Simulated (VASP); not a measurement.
# CO2 in VASP: a series of runs, part 2 of 2

VASP 6.6.1. The steps go on from the part before.

### 3 Single point, LDA

The input, INCAR:

```
SYSTEM = CO2
  ALGO = Normal
  EDIFF = 1E-6
  ENCUT = 1000
  GGA_COMPAT = .False.
  ISIF = 2
  ISMEAR = -1
  LASPH = .True.
  LCHARG = .False.
  LREAL = Auto
  LWAVE = .False.
  NBANDS = 82
  NELM = 120
  PREC = Accurate
  SIGMA = 0.05
```

The input, KPOINTS:

```
k-points
0
Gamma
  1 1 1
  0 0 0
```

The input, POSCAR:

```
CO2
1.0
    8.0824800000      0.0000000000      0.0000000000
    0.0000000000      8.0824800000      0.0000000000
    0.0000000000      0.0000000000      8.0824800000
C O
8 16
Direct
    0.7670912888      0.7822846453      0.6018078610
    0.2817699518      0.9748864210      0.1192208332
    0.6620987618      0.0638912809      0.8676544823
    0.6917926181      0.4294721422      0.5875300650
   -0.0642500817      0.0844666489      0.3191099761
    0.1110426503      0.6538215993      0.4528560541
    0.6761785986      0.3678202730      0.1253823084
    0.1432728568      0.2317729212      0.6829834407
    0.8031074621      0.8262686700      0.7381150340
    0.7401069969      0.7447095446      0.4659337233
    0.2889830844      1.0249205689      0.2547361701
    0.2843310469      0.9449574883     -0.0223569993
    0.6289282497      0.0087844325      0.9973176550
    0.6542793796      0.1464525740      0.7505245915
    0.8244622938      0.3958809672      0.5679321198
    0.5570196276      0.4560728885      0.6036760994
   -0.0457904010      0.1503870099      0.1896818798
   -0.0894774871      0.0246706456      0.4457171561
    0.1050791341      0.6457671408      0.5981208738
    0.1275474854      0.6665775851      0.3157570449
    0.6879076719      0.3925775257     -0.0180266453
    0.6665404678      0.3417515416      0.2688902416
    0.1234893251      0.2263661648      0.8250190536
    0.1651844483      0.2357321020      0.5425686176
```

Potentials or basis: VASP PAW LDA potentials, release 64 (C_h, O_h).

Command:

```
$ cat potpaw_LDA.64/C_h/POTCAR potpaw_LDA.64/O_h/POTCAR > POTCAR
$ mpirun -np 1 vasp_gam > vasp.out
```

OUTCAR:

```text
SYSTEM = CO2
   EDIFF = 1E-6
   ENCUT = 1000
   ISIF = 2
   ISMEAR = -1
   LASPH = .True.
   LREAL = Auto
   NELM = 120
   PREC = Accurate

 ion  position               nearest neighbor table
   1  0.767  0.782  0.602-  10 1.16   9 1.19
   2  0.282  0.975  0.119-  11 1.17  12 1.17
   3  0.662  0.064  0.868-  14 1.16  13 1.17
   4  0.692  0.429  0.588-  15 1.12  16 1.12
   5  0.936  0.084  0.319-  18 1.15  17 1.18
   6  0.111  0.654  0.453-  20 1.12  19 1.18
   7  0.676  0.368  0.125-  21 1.18  22 1.18
   8  0.143  0.232  0.683-  24 1.15  23 1.16
   9  0.803  0.826  0.738-   1 1.19
  10  0.740  0.745  0.466-   1 1.16
  11  0.289  0.025  0.255-   2 1.17
  12  0.284  0.945  0.978-   2 1.17
  13  0.629  0.009  0.997-   3 1.17
  14  0.654  0.146  0.751-   3 1.16
[... 8 lines left out ...]
  23  0.123  0.226  0.825-   8 1.16
  24  0.165  0.236  0.543-   8 1.15

  LATTYP: Found a simple cubic cell.
 ALAT       =     8.0824800000

  Lattice vectors:

 A1 = (   8.0824800000,   0.0000000000,   0.0000000000)
 A2 = (   0.0000000000,   8.0824800000,   0.0000000000)
 A3 = (   0.0000000000,   0.0000000000,   8.0824800000)

[... 200 lines left out ...]

 k-point     1 :       0.0000    0.0000    0.0000
  band No.  band energies     occupation
      1     -25.9095      2.00000
      2     -25.8494      2.00000
      3     -25.6914      2.00000
      4     -25.5758      2.00000
      5     -25.4619      2.00000
      6     -25.3323      2.00000
[... 68 lines left out ...]
     75       3.0259      0.00000
     76       3.1477      0.00000
 [bands above 76 left out]

------------------------ aborting loop because EDIFF is reached ----------------------------------------

  FORCE on cell =-STRESS in cart. coord.  units (eV):
  Direction    XX          YY          ZZ          XY          YZ          ZX
  --------------------------------------------------------------------------------------
  -------------------------------------------------------------------------------------
  Total       10.7284129      0.3343104     -2.1499898     -2.3696205     -0.1734254     -2.8363466
  in kB       32.5545836      1.0144405     -6.5239867     -7.1904400     -0.5262467     -8.6066861
  external PRESSURE =       9.0150124 kB  Pullay stress =       0.0000000 kB

 VOLUME and BASIS-vectors are now :
 -----------------------------------------------------------------------------
  energy-cutoff  :     1000.00
  volume of cell :      528.00
      direct lattice vectors                 reciprocal lattice vectors
     8.082480000  0.000000000  0.000000000     0.123724401  0.000000000  0.000000000
     0.000000000  8.082480000  0.000000000     0.000000000  0.123724401  0.000000000
     0.000000000  0.000000000  8.082480000     0.000000000  0.000000000  0.123724401

 POSITION                                       TOTAL-FORCE (eV/Angst)
 -----------------------------------------------------------------------------------
      6.20000      6.32280      4.86410         1.132670      1.218013      2.347668
      2.27740      7.87950      0.96360         0.552095      1.025182     -0.764754
      5.35140      0.51640      7.01280        -2.100749      0.909055      1.165667
      5.59140      3.47120      4.74870        -0.373750     -0.393728     -0.046945
      7.56318      0.68270      2.57920         0.129213      1.690808     -2.612828
      0.89750      5.28450      3.66020         0.058106     -0.284609      5.775496
[... 16 lines left out ...]
      0.99810      1.82960      6.66820        -0.134698      0.024417      0.274079
      1.33510      1.90530      4.38530         0.253345      0.133739     -1.487440
 -----------------------------------------------------------------------------------
    total drift:                                0.003541      0.000140      0.000603

  FREE ENERGIE OF THE ION-ELECTRON SYSTEM (eV)
  ---------------------------------------------------
  free  energy   TOTEN  =      -198.8205039678 eV

  energy  without entropy=     -198.8205039678  energy(sigma->0) =     -198.82050397
```

stdout:

```text
POSCAR found type information on POSCAR C O
 POSCAR found :  2 types and      24 ions
 scaLAPACK will be used
 LDA part: xc-table for (Slater(with rela. corr.)+CA(PZ))
 , standard interpolation
 POSCAR, INCAR and KPOINTS ok, starting setup
 FFT: planning ... GRIDC
 FFT: planning ... GRID_SOFT
 FFT: planning ... GRID
 WAVECAR not read
 entering main loop
```

Wall time 2.2 min (1 thread of Intel Xeon 6975P-C (Granite Rapids), shared host); peak memory 0.68 GiB.

Results:

| Item | Value |
| --- | --- |
| Free energy | -198.8205 eV |
| Pressure | 0.9 GPa |
| Largest force | 5.816 eV/Å |

Forces on the atoms (eV/Å):
```
C    1.133  1.218  2.348
C    0.552  1.025 -0.765
C   -2.101  0.909  1.166
C   -0.374 -0.394 -0.047
C    0.129  1.691 -2.613
C    0.058 -0.285  5.775
C    0.191 -0.132  0.069
C   -0.128  0.006  1.192
O   -0.912 -1.038 -2.429
O   -0.238 -0.322  0.137
O   -0.282 -0.707 -0.179
O   -0.297 -0.402  0.915
O    1.120 -0.562 -0.178
O    0.967 -0.368 -0.982
O    5.678 -1.083 -0.639
O   -5.253  1.369  0.775
O   -0.078 -1.007  1.593
O    0.033 -0.547  0.946
O   -0.331 -0.062 -1.035
O    0.243  0.356 -4.790
O   -0.195 -0.212  1.890
O   -0.036  0.389 -1.934
O   -0.135  0.024  0.274
O    0.253  0.134 -1.487
```

Caveat: the k points lie up to 0.78 Å⁻¹ apart; the atoms stand as in a frame of molecular dynamics.

### 4 Single point, LDA

The input, INCAR:

```
  PREC = Accurate
  ENCUT = 1000
  EDIFF = 1E-6
  ISMEAR = -1
  SIGMA = 0.05
  LREAL = Auto
  LASPH = True
  NELM = 120
  ALGO = Normal
  ISIF = 2
  LWAVE = False
  LCHARG = False
  GGA = CA
  NBANDS = 82
  GGA_COMPAT = False
```

The input, KPOINTS:

```
regular mesh
0
Gamma
  1 1 1
```

The input, POSCAR:

```
CO2
1.0
    8.0824800000      0.0000000000      0.0000000000
    0.0000000000      8.0824800000      0.0000000000
    0.0000000000      0.0000000000      8.0824800000
C O
8 16
Direct
    0.8547995170      0.7500791836      0.6893305025
    0.3191223486      0.9989136998      0.2196974196
    0.7128505112      0.0340118380      0.9489537865
    0.6981149350      0.3281294850      0.5910190931
   -0.1283269492      0.0831304253      0.3363942750
    0.1713459235      0.6311057992      0.4103443498
    0.5803045600      0.3950396413      0.1567588166
    0.1638729697      0.1802293356      0.6614801398
    0.9495229187      0.8146509487      0.7843632153
    0.7628970316      0.6715884234      0.6040472726
    0.3245538498      1.0299932694      0.3647395354
    0.3102018192      0.9951153606      0.0761152518
    0.6943042235     -0.0180266453      1.0849640209
    0.7182820125      0.0907765933      0.8160985242
    0.8336550168      0.3025309064      0.5620799557
    0.5551390167      0.3578975760      0.6075239283
   -0.0227776623      0.1172041255      0.2492304342
   -0.2245474161      0.0466440993      0.4342973939
    0.0997589849      0.6059773733      0.5290084232
    0.2349650107      0.6642144490      0.2885624214
    0.4846655977      0.3575758925      0.0535726658
    0.6692129148      0.4230879631      0.2633473884
    0.1086547693      0.0749398699      0.7344899090
    0.2087230652      0.2782685512      0.5644802090
```

Command:

```
$ cat potpaw_LDA.64/C_h/POTCAR potpaw_LDA.64/O_h/POTCAR > POTCAR
$ mpirun -np 1 vasp_gam > vasp.out
```

Wall time 3.4 min (1 thread of AMD EPYC 7R43 (Zen 3), shared host); peak memory 0.65 GiB.

It converged, with:

- Free energy: -198.6260 eV
- Pressure: 0.2 GPa
- Largest force: 4.991 eV/Å

Forces in eV/Å, atoms in the order of the input:
```
C    0.619 -0.738  0.925
C   -0.151  1.852  2.495
C   -0.837 -0.098  1.043
C   -4.509  1.268  0.102
C   -0.367 -0.514  0.992
C   -0.235  0.255 -0.100
C   -2.348 -1.105 -1.903
C    1.173  2.999 -3.812
O   -2.670 -1.522 -2.436
O    1.762  1.988  1.589
O    0.022 -1.317 -2.837
O    0.153 -0.622  0.283
O    0.501  0.597 -1.932
O    0.218 -0.492  0.883
O    2.483  0.233  0.260
O    2.230 -0.589  0.105
O    1.782  0.764 -1.858
O   -1.473 -1.112  0.476
O   -1.092 -0.601  2.243
O    1.427  0.380 -2.147
O    0.958  0.445  0.659
O    1.388  0.567  1.250
O   -1.159 -2.598  2.753
O    0.125 -0.042  0.968
```

Stress tensor (GPa, compression positive):
```
 0.34  0.29 -2.49
 0.29  0.61 -1.19
-2.49 -1.19 -0.48
```

Levels at points of the mesh, in eV from the Fermi level:
```
           k point  band 60  band 61  band 62  band 63  band 64  band 65  band 66  band 67  band 68  band 69
(0.00, 0.00, 0.00)    -1.64    -1.54    -1.38    -1.30    -1.20     4.59     5.69     5.84     5.91     5.97
```

Caveat: the k points lie up to 0.78 Å⁻¹ apart; the atoms stand as in a frame of molecular dynamics.

### 5 Summary

| cell | pressure (GPa) | largest force (eV/Å) |
| --- | --- | --- |
| as given, atomic positions A | 0.4 | 4.15 |
| as given, atomic positions B | 0.9 | 5.82 |
| as given, atomic positions C | 0.2 | 4.99 |

Alike in all rows: task single point; level LDA; potentials or basis VASP PAW LDA potentials, release 64 (C_h, O_h); no spin polarisation; k mesh 1 × 1 × 1; cutoff (eV) 1000; smearing fermi-dirac 0.05 eV.

Caveats: all runs use coarse meshes; the atoms stand as in a frame of molecular dynamics.

Total energies depend on the potentials used, so only differences within one code and one set of settings carry meaning.
